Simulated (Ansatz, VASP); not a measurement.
Al in VASP and in Ansatz

File INCAR:

```
SYSTEM = Al
ALGO = Normal
EDIFF = 1E-6
EDIFFG = -0.005
ENCUT = 600
IBRION = 2
ISIF = 3
ISMEAR = -1
LASPH = .True.
LCHARG = .False.
LREAL = .False.
LWAVE = .False.
NELM = 80
NSW = 60
PREC = Accurate
SIGMA = 0.08
```

File KPOINTS:

```
k-points
0
Gamma
  18 18 18
  0 0 0
```

File POSCAR:

```
Al
1.0
    0.0000000000      2.0251003354      2.0251003354
    2.0251003354      0.0000000000      2.0251003354
    2.0251003354      2.0251003354      0.0000000000
Al
1
Direct
    0.0000000000      0.0000000000      0.0000000000
```

Input for Ansatz:

```yaml
crystal:
  lattice:
    - [0.0, 2.0251003354, 2.0251003354]
    - [2.0251003354, 0.0, 2.0251003354]
    - [2.0251003354, 2.0251003354, 0.0]
  atoms:
    - { symbol: Al, position: [0.0, 0.0, 0.0] }
kpoints:
  mp_grid: { grid: [18, 18, 18] }
scf:
  occupations: { method: fermi_dirac, width: 0.08 }
hamiltonian:
  xc: lda
  pseudopotentials: { kind: paw }
output:
  forces: true
  stress: true
relax:
  f_tol: 0.005
  max_steps: 40
  cell: {}
```

Alike in both runs: task relaxation of cell and atoms; functional LDA; k mesh 18 × 18 × 18; occupations fermi-dirac, width 0.08 eV; no spin polarisation.

```csv
,VASP,Ansatz
version,VASP 6.6.1,Ansatz 0.2.0
potentials or method,"VASP PAW LDA potentials, release 64 (Al)","PAW with Ansatz's default frozen-core files, scalar-relativistic"
plane-wave cutoff (eV),600,420
valence electrons in the cell,3,3
```

Ansatz gave:

* relaxed volume (Å³/atom): 15.80
* relaxed length of the cell vector where the two differ most in proportion (Å): 2.817

Q: Which values does VASP return?

A: Relaxed volume (Å³/atom): 15.82; relaxed length of the cell vector where the two differ most in proportion (Å): 2.818.

LDA's correlation is that of Perdew and Zunger in VASP and of Perdew and Wang (1992) in Ansatz.
